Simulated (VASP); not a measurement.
# TaTc (Pm-3m) in VASP: a series of runs

TaTc is run at these levels: LDA; tasks: single point.

Program: VASP 6.6.1. These are calculated values, not measurements. Logs are shortened: lines on timing, memory, paths and dates and some standing lists are left out, and cuts for length are marked.

## 1. The cell of the first run

The structure is cubic, space group Pm-3m (No. 221). Conventional cell: a = 3.133 Å, b = 3.133 Å, c = 3.133 Å, α = 90.00°, β = 90.00°, γ = 90.00°. Ta (site symmetry m-3m) has 8 Tc at 2.71 Å and 6 Ta at 3.13 Å within 3.6 Å. Tc (site symmetry m-3m) has 8 Ta at 2.71 Å and 6 Tc at 3.13 Å within 3.6 Å.

## 2. Single point, LDA

INCAR reads:

```
SYSTEM = TaTc
ALGO     = Normal         ! electronic algorithm
EDIFF    = 1E-7           ! SCF threshold, eV
ENCUT    = 520            ! plane-wave cutoff, eV
ISIF     = 2              ! what is computed and relaxed
ISMEAR   = 0              ! smearing method
LASPH    = .True.         ! aspherical terms in the spheres
LCHARG   = .True.         ! write CHGCAR
LELF     = .True.         ! ELF
LREAL    = .False.        ! projectors in reciprocal space
LVHAR    = .True.       
LWAVE    = .False.        ! write WAVECAR
NBANDS   = 19             ! bands
NELM     = 80             ! most SCF steps
PREC     = Accurate       ! precision mode
SIGMA    = 0.05           ! smearing width, eV
```

KPOINTS reads:

```
k-points
0
Gamma
  7 7 7
  0 0 0
```

POSCAR reads:

```
TaTc
1.0
    3.1333538814      0.0000000000      0.0000000000
    0.0000000000      3.1333538814      0.0000000000
    0.0000000000      0.0000000000      3.1333538814
Ta Tc
1 1
Direct
    0.0000000000      0.0000000000      0.0000000000
    0.5000000000      0.5000000000      0.5000000000
```

Potentials or basis: VASP PAW LDA potentials, release 64 (Ta_pv, Tc_pv).

On the command line:

```console
> cat potpaw_LDA.64/Ta_pv/POTCAR potpaw_LDA.64/Tc_pv/POTCAR > POTCAR
> mpirun -np 1 vasp_std > vasp.out
```

OUTCAR:

```text
SYSTEM = TaTc
   EDIFF = 1E-7
   ENCUT = 520
   ISIF = 2
   ISMEAR = 0
   LASPH = .True.
   LREAL = .False.
   NELM = 80
   PREC = Accurate

 ion  position               nearest neighbor table
   1  0.000  0.000  0.000-   2 2.71   2 2.71   2 2.71   2 2.71   2 2.71   2 2.71   2 2.71   2 2.71

   2  0.500  0.500  0.500-   1 2.71   1 2.71   1 2.71   1 2.71   1 2.71   1 2.71   1 2.71   1 2.71

  LATTYP: Found a simple cubic cell.
 ALAT       =     3.1333538814

  Lattice vectors:

 A1 = (   3.1333538814,   0.0000000000,   0.0000000000)
 A2 = (   0.0000000000,   3.1333538814,   0.0000000000)
 A3 = (   0.0000000000,   0.0000000000,   3.1333538814)

Analysis of symmetry for initial positions (statically):
=====================================================================
 Subroutine PRICEL returns:
 Original cell was already a primitive cell.

 Routine SETGRP: Setting up the symmetry group for a
 simple cubic supercell.

 Subroutine GETGRP returns: Found 48 space group operations
 (whereof 48 operations were pure point group operations)
 out of a pool of 48 trial point group operations.

The static configuration has the point symmetry O_h .

Analysis of symmetry for dynamics (positions and initial velocities):
=====================================================================
 Subroutine PRICEL returns:
 Original cell was already a primitive cell.

 Routine SETGRP: Setting up the symmetry group for a
 simple cubic supercell.

 Subroutine GETGRP returns: Found 48 space group operations
 (whereof 48 operations were pure point group operations)
 out of a pool of 48 trial point group operations.

The dynamic configuration has the point symmetry O_h .

 Subroutine INISYM returns: Found 48 space group operations
 (whereof 48 operations are pure point group operations),
 and found     1 'primitive' translations

----------------------------------------------------------------------------------------

                                     Primitive cell

  volume of cell :      30.7630

  direct lattice vectors                    reciprocal lattice vectors
     3.133353881  0.000000000  0.000000000     0.319146843  0.000000000  0.000000000
     0.000000000  3.133353881  0.000000000     0.000000000  0.319146843  0.000000000
     0.000000000  0.000000000  3.133353881     0.000000000  0.000000000  0.319146843

  length of vectors
     3.133353881  3.133353881  3.133353881     0.319146843  0.319146843  0.319146843

  position of ions in fractional coordinates (direct lattice)
     0.000000000  0.000000000  0.000000000
     0.500000000  0.500000000  0.500000000

  ion indices of the primitive-cell ions
   primitive index   ion index
                 1           1
                 2           2

----------------------------------------------------------------------------------------

 KPOINTS: k-points

Automatic generation of k-mesh.
 Grid dimensions read from file:
 generate k-points for:    7    7    7

 Generating k-lattice:

  Cartesian coordinates                     Fractional coordinates (reciprocal lattice)
     0.045592406  0.000000000  0.000000000     0.142857143  0.000000000  0.000000000
     0.000000000  0.045592406  0.000000000     0.000000000  0.142857143  0.000000000
     0.000000000  0.000000000  0.045592406     0.000000000  0.000000000  0.142857143

  Length of vectors
     0.045592406  0.045592406  0.045592406

  Shift w.r.t. Gamma in fractional coordinates (k-lattice)
     0.000000000  0.000000000  0.000000000

 Subroutine IBZKPT returns following result:
 ===========================================

 Found     20 irreducible k-points:

 Following reciprocal coordinates:
            Coordinates               Weight
  0.000000  0.000000  0.000000      1.000000
  0.142857  0.000000  0.000000      6.000000
  0.285714  0.000000  0.000000      6.000000
  0.428571  0.000000  0.000000      6.000000
  0.142857  0.142857  0.000000     12.000000
  0.285714  0.142857  0.000000     24.000000
[... 12 lines left out ...]
  0.428571  0.428571  0.285714     24.000000
  0.428571  0.428571  0.428571      8.000000
   k-points           NKPTS =     20   k-points in BZ     NKDIM =     20   number of bands    NBANDS=     19
   number of dos      NEDOS =    301   number of ions     NIONS =      2
   total plane-waves  NPLWV =  13824
   dimension x,y,z NGX =    24 NGY =   24 NGZ =   24
   dimension x,y,z NGXF=    48 NGYF=   48 NGZF=   48
   ions per type =               1   1
   NGX,Y,Z   is equivalent  to a cutoff of  12.73, 12.73, 12.73 a.u.
   NGXF,Y,Z  is equivalent  to a cutoff of  25.47, 25.47, 25.47 a.u.
 SYSTEM =  TaTc
   PREC   = accura    normal or accurate (medium, high low for compatibility)
   ISTART =      0    job   : 0-new  1-cont  2-samecut
   ICHARG =      2    charge: 1-file 2-atom 10-const
   ISPIN  =      1    spin polarized calculation?
   LNONCOLLINEAR =      F non collinear calculations
   LSORBIT =      F    spin-orbit coupling
   LASPH  =      T    aspherical Exc in radial PAW
   ENCUT  =  520.0 eV  38.22 Ry    6.18 a.u.   5.83  5.83  5.83*2*pi/ulx,y,z
   NELM   =     80;   NELMIN=  2; NELMDL= -5     # of ELM steps
   EDIFF  = 0.1E-06   stopping-criterion for ELM
   LREAL  =      F    real-space projection
   EDIFFG = 0.1E-05   stopping-criterion for IOM
   NSW    =      0    number of steps for IOM
   IBRION =     -1    ionic relax: 0-MD 1-quasi-New 2-CG
   NFREE  =      0    steps in history (QN), initial steepest desc. (CG)
   ISIF   =      2    stress and relaxation
   ISYM   =      2    0-nonsym 1-usesym 2-fastsym
   POTIM  = 0.5000    time-step for ionic-motion
   TEBEG  =    0.0;   TEEND  =   0.0 temperature during run
   PSTRESS=    0.0 pullay stress
   NELECT =      24.0000    total number of electrons
   NUPDOWN=      -1.0000    fix difference up-down
   EMIN   =  10.00;   EMAX   =-10.00  energy-range for DOS
   EFERMI =   0.00;   METHOD = LEGACY
   ISMEAR =     0;   SIGMA  =   0.05  broadening in eV -4-tet -1-fermi 0-gaus
   EFERMI_NEDOS =   21; number of points for ismear=-14 and -15
   IALGO  =     38    algorithm
   IMIX   =      4    mixing-type and parameters
     AMIX     =   0.40;   BMIX     =  1.00
     AMIX_MAG =   1.60;   BMIX_MAG =  1.00
  volume/ion in A,a.u.               =      15.38       103.80
  Fermi-wavevector in a.u.,A,eV,Ry     =   1.507078  2.847965 30.902706  2.271285
  Thomas-Fermi vector in A             =   2.617712
   LORBIT       =      0    0 simple, 1 ext, 2 COOP (PROOUT), +10 PAW based schemes
   GGA     = CA    functional components
   LHFCALC =     F    Hartree Fock is set to
   AEXX    =    0.0000 exact exchange contribution
   IVDW    =     0    specifies the selected vdW correction
   LEPSILON=     F    determine dielectric tensor
   LRPA    =     F    only Hartree local field effects (RPA)
 non-spin polarized calculation
 Gauss-broadening in eV      SIGMA  =   0.05
  energy-cutoff  :      520.00
  volume of cell :       30.76
 maximum number of plane-waves:       846
 NGX is ok and might be reduce to    24
   NGX = 11   NGY = 11   NGZ = 11

 number of electron      23.9999997 magnetization

 Free energy of the ion-electron system (eV)
  ---------------------------------------------------
  ext. energy  EPLUGINS =         0.00000000
  ---------------------------------------------------
  free energy    TOTEN  =       -25.45225181 eV

  energy without entropy =      -25.44905456  energy(sigma->0) =      -25.45065318

 E-fermi :   9.6402     XC(G=0): -13.6242

 val. band max:        9.6141054014   @ k =   0.4286   0.4286   0.1429
 cond. band min:       9.6596446717   @ k =   0.2857   0.0000   0.0000
 fundamental gap:      0.0455392703
 Fermi energy:         9.6401747408

 k-point     1 :       0.0000    0.0000    0.0000
  band No.  band energies     occupation
      1     -28.9051      2.00000
      2     -28.9051      2.00000
      3     -28.9051      2.00000
      4     -24.4080      2.00000
      5     -24.4080      2.00000
      6     -24.4080      2.00000
[... 11 lines left out ...]
     18      18.8277      0.00000
     19      18.8277      0.00000

 k-point     2 :       0.1429    0.0000    0.0000
  band No.  band energies     occupation
      1     -28.9338      2.00000
      2     -28.8944      2.00000
      3     -28.8944      2.00000
      4     -24.4919      2.00000
      5     -24.4153      2.00000
      6     -24.4153      2.00000
[... 11 lines left out ...]
     18      17.5583      0.00000
     19      20.7521      0.00000

 k-point     3 :       0.2857    0.0000    0.0000
  band No.  band energies     occupation
      1     -28.9974      2.00000
      2     -28.8700      2.00000
      3     -28.8700      2.00000
      4     -24.6769      2.00000
      5     -24.4321      2.00000
      6     -24.4321      2.00000
[... 11 lines left out ...]
     18      15.5143      0.00000
     19      22.4155      0.00000

 k-point     4 :       0.4286    0.0000    0.0000
  band No.  band energies     occupation
      1     -29.0474      2.00000
      2     -28.8502      2.00000
      3     -28.8502      2.00000
      4     -24.8217      2.00000
      5     -24.4458      2.00000
      6     -24.4458      2.00000
[... 11 lines left out ...]
     18      14.8136      0.00000
     19      22.4152      0.00000

 k-point     5 :       0.1429    0.1429    0.0000
  band No.  band energies     occupation
      1     -28.9462      2.00000
      2     -28.9089      2.00000
      3     -28.8849      2.00000
      4     -24.5236      2.00000
      5     -24.4589      2.00000
      6     -24.4200      2.00000
[... 11 lines left out ...]
     18      18.5660      0.00000
     19      19.9657      0.00000
[... 246 lines left out ...]
      2     -28.9874      2.00000
      3     -28.9874      2.00000
      4     -24.6164      2.00000
      5     -24.6164      2.00000
      6     -24.6088      2.00000
[... 11 lines left out ...]
     18      19.8951      0.00000
     19      21.3902      0.00000

 k-point    18 :       0.4286    0.2857    0.2857
  band No.  band energies     occupation
      1     -29.0647      2.00000
      2     -28.9960      2.00000
      3     -28.9579      2.00000
      4     -24.7134      2.00000
      5     -24.6442      2.00000
      6     -24.5821      2.00000
[... 11 lines left out ...]
     18      18.6517      0.00000
     19      20.4738      0.00000

 k-point    19 :       0.4286    0.4286    0.2857
  band No.  band energies     occupation
      1     -29.0546      2.00000
      2     -29.0528      2.00000
      3     -28.9517      2.00000
      4     -24.7176      2.00000
      5     -24.7144      2.00000
      6     -24.6246      2.00000
[... 11 lines left out ...]
     18      19.1249      0.00000
     19      19.5982      0.00000

 k-point    20 :       0.4286    0.4286    0.4286
  band No.  band energies     occupation
      1     -29.0284      2.00000
      2     -29.0173      2.00000
      3     -29.0173      2.00000
      4     -24.7516      2.00000
      5     -24.7516      2.00000
      6     -24.7329      2.00000
[... 11 lines left out ...]
     18      19.0934      0.00000
     19      20.3278      0.00000

------------------------ aborting loop because EDIFF is reached ----------------------------------------

  FORCE on cell =-STRESS in cart. coord.  units (eV):
  Direction    XX          YY          ZZ          XY          YZ          ZX
  --------------------------------------------------------------------------------------
  -------------------------------------------------------------------------------------
  Total        0.1296347      0.1296347      0.1296347     -0.0000000      0.0000000      0.0000000
  in kB        6.7515502      6.7515502      6.7515502     -0.0000000      0.0000000      0.0000000
  external PRESSURE =       6.7515502 kB  Pullay stress =       0.0000000 kB

 VOLUME and BASIS-vectors are now :
 -----------------------------------------------------------------------------
  energy-cutoff  :      520.00
  volume of cell :       30.76
      direct lattice vectors                 reciprocal lattice vectors
     3.133353881  0.000000000  0.000000000     0.319146843  0.000000000  0.000000000
     0.000000000  3.133353881  0.000000000     0.000000000  0.319146843  0.000000000
     0.000000000  0.000000000  3.133353881     0.000000000  0.000000000  0.319146843

 POSITION                                       TOTAL-FORCE (eV/Angst)
 -----------------------------------------------------------------------------------
      0.00000      0.00000      0.00000         0.000000      0.000000      0.000000
      1.56668      1.56668      1.56668         0.000000      0.000000      0.000000
 -----------------------------------------------------------------------------------
    total drift:                                0.000000      0.000000     -0.000000

  FREE ENERGIE OF THE ION-ELECTRON SYSTEM (eV)
  ---------------------------------------------------
  free  energy   TOTEN  =       -25.4522518066 eV

  energy  without entropy=      -25.4490545574  energy(sigma->0) =      -25.45065318
```

Wall time 12 s (1 thread of Intel Xeon 8259CL, shared host); peak memory 0.13 GiB.

What came out:

```
Free energy            : -25.4523 eV
Pressure               : 0.7 GPa
Band gap on the k mesh : zero (band 12 reaches 10.28 eV, above the bottom of band 13 at 9.59 eV)
```

Caveat: spin-orbit coupling is left out, which moves the levels of the heavy elements.

## 3. Single point, LDA

INCAR reads:

```
SYSTEM = TaTc
ALGO = Normal
EDIFF = 1E-7
ENCUT = 520
GGA = CA
ISIF = 2
ISMEAR = 0
LASPH = .TRUE.
LCHARG = .FALSE.
LREAL = .FALSE.
LWAVE = .FALSE.
NBANDS = 19
NELM = 100
PREC = Accurate
SIGMA = 0.05
```

KPOINTS reads:

```
k-points
0
G
  7 7 7
  0 0 0
```

POSCAR is that of step 2.

Potentials or basis: VASP PAW LDA potentials, release 64 (Ta_pv, Tc_pv).

On the command line:

```console
> cat potpaw_LDA.64/Ta_pv/POTCAR potpaw_LDA.64/Tc_pv/POTCAR > POTCAR
> mpirun -np 1 vasp_std > vasp.out
```

It took 13 s on 1 thread of Intel Xeon 8259CL, shared host; peak memory 0.13 GiB.

Results (log left out):

```
Free energy            : -25.4523 eV
Pressure               : 0.7 GPa
Band gap on the k mesh : zero (band 12 reaches 10.28 eV, above the bottom of band 13 at 9.59 eV)
```

Levels at points of the mesh, in eV from the Fermi level:
```tsv
k point	band 9	band 10	band 11	band 12	band 13	band 14	band 15	band 16
(0.00, 0.00, 0.00)	-5.56	-1.31	-1.31	-1.31	2.14	2.14	5.31	5.31
```

Caveat: spin-orbit coupling is left out, which moves the levels of the heavy elements.

## 4. Single point, LDA

This run uses another cell than the first one, of 15.23 Å³/atom, 0.990 times its volume.

INCAR reads:

```
SYSTEM = TaTc
ALGO = Normal
EDIFF = 1E-6
ENCUT = 520
GGA = CA
ISIF = 2
ISMEAR = 0
LASPH = .True.
LCHARG = .False.
LREAL = .False.
LWAVE = .False.
NBANDS = 19
NELM = 80
PREC = Accurate
SIGMA = 0.05
```

KPOINTS reads:

```
k-points
0
Gamma
  7 7 7
  0 0 0
```

POSCAR reads:

```
TaTc
1.0
    3.1228743587      0.0000000000      0.0000000000
    0.0000000000      3.1228743587      0.0000000000
    0.0000000000      0.0000000000      3.1228743587
Ta Tc
1 1
Direct
    0.0000000000      0.0000000000      0.0000000000
    0.5000000000      0.5000000000      0.5000000000
```

Potentials or basis: VASP PAW LDA potentials, release 64 (Ta_pv, Tc_pv).

On the command line:

```console
> cat potpaw_LDA.64/Ta_pv/POTCAR potpaw_LDA.64/Tc_pv/POTCAR > POTCAR
> mpirun -np 1 vasp_std > vasp.out
```

OUTCAR:

```text
SYSTEM = TaTc
   EDIFF = 1E-6
   ENCUT = 520
   GGA = CA
   ISIF = 2
   ISMEAR = 0
   LASPH = .True.
   LREAL = .False.
   NELM = 80
   PREC = Accurate

 ion  position               nearest neighbor table
   1  0.000  0.000  0.000-   2 2.70   2 2.70   2 2.70   2 2.70   2 2.70   2 2.70   2 2.70   2 2.70

   2  0.500  0.500  0.500-   1 2.70   1 2.70   1 2.70   1 2.70   1 2.70   1 2.70   1 2.70   1 2.70

  LATTYP: Found a simple cubic cell.
 ALAT       =     3.1228743587

  Lattice vectors:

 A1 = (   3.1228743587,   0.0000000000,   0.0000000000)
 A2 = (   0.0000000000,   3.1228743587,   0.0000000000)
 A3 = (   0.0000000000,   0.0000000000,   3.1228743587)

Analysis of symmetry for initial positions (statically):
=====================================================================
 Subroutine PRICEL returns:
 Original cell was already a primitive cell.

 Routine SETGRP: Setting up the symmetry group for a
 simple cubic supercell.

 Subroutine GETGRP returns: Found 48 space group operations
[... 156 lines left out ...]
  ---------------------------------------------------
  free energy    TOTEN  =       -25.44810954 eV

  energy without entropy =      -25.44497912  energy(sigma->0) =      -25.44654433

 E-fermi :   9.7826     XC(G=0): -13.6790

 val. band max:        9.7788955535   @ k =   0.2857   0.0000   0.0000
 cond. band min:       9.8423583916   @ k =   0.4286   0.4286   0.0000
 fundamental gap:      0.0634628381
 Fermi energy:         9.7825779662

 k-point     1 :       0.0000    0.0000    0.0000
  band No.  band energies     occupation
      1     -28.7731      2.00000
      2     -28.7731      2.00000
      3     -28.7731      2.00000
      4     -24.2470      2.00000
      5     -24.2470      2.00000
      6     -24.2470      2.00000
[... 417 lines left out ...]
      6     -24.5850      2.00000
[... 11 lines left out ...]
     18      19.3399      0.00000
     19      20.5810      0.00000

------------------------ aborting loop because EDIFF is reached ----------------------------------------

  FORCE on cell =-STRESS in cart. coord.  units (eV):
  Direction    XX          YY          ZZ          XY          YZ          ZX
  --------------------------------------------------------------------------------------
  -------------------------------------------------------------------------------------
  Total        0.6561827      0.6561827      0.6561827      0.0000000     -0.0000000     -0.0000000
  in kB       34.5200802     34.5200802     34.5200802      0.0000000     -0.0000000     -0.0000000
  external PRESSURE =      34.5200802 kB  Pullay stress =       0.0000000 kB

 VOLUME and BASIS-vectors are now :
 -----------------------------------------------------------------------------
  energy-cutoff  :      520.00
  volume of cell :       30.46
      direct lattice vectors                 reciprocal lattice vectors
     3.122874359  0.000000000  0.000000000     0.320217814  0.000000000  0.000000000
     0.000000000  3.122874359  0.000000000     0.000000000  0.320217814  0.000000000
     0.000000000  0.000000000  3.122874359     0.000000000  0.000000000  0.320217814

 POSITION                                       TOTAL-FORCE (eV/Angst)
 -----------------------------------------------------------------------------------
      0.00000      0.00000      0.00000         0.000000      0.000000      0.000000
      1.56144      1.56144      1.56144         0.000000      0.000000      0.000000
 -----------------------------------------------------------------------------------
    total drift:                                0.000000      0.000000     -0.000000

  FREE ENERGIE OF THE ION-ELECTRON SYSTEM (eV)
  ---------------------------------------------------
  free  energy   TOTEN  =       -25.4481095450 eV

  energy  without entropy=      -25.4449791200  energy(sigma->0) =      -25.44654433
```

Wall time 11 s (1 thread of Intel Xeon 8259CL, shared host); peak memory 0.13 GiB.

What came out:

```yaml
Free_energy: -25.4481 eV
Pressure: 3.5 GPa
Band_gap_on_the_k_mesh: zero (band 12 reaches 10.44 eV, above the bottom of band 13 at 9.71 eV)
```

Caveat: spin-orbit coupling is left out, which moves the levels of the heavy elements.
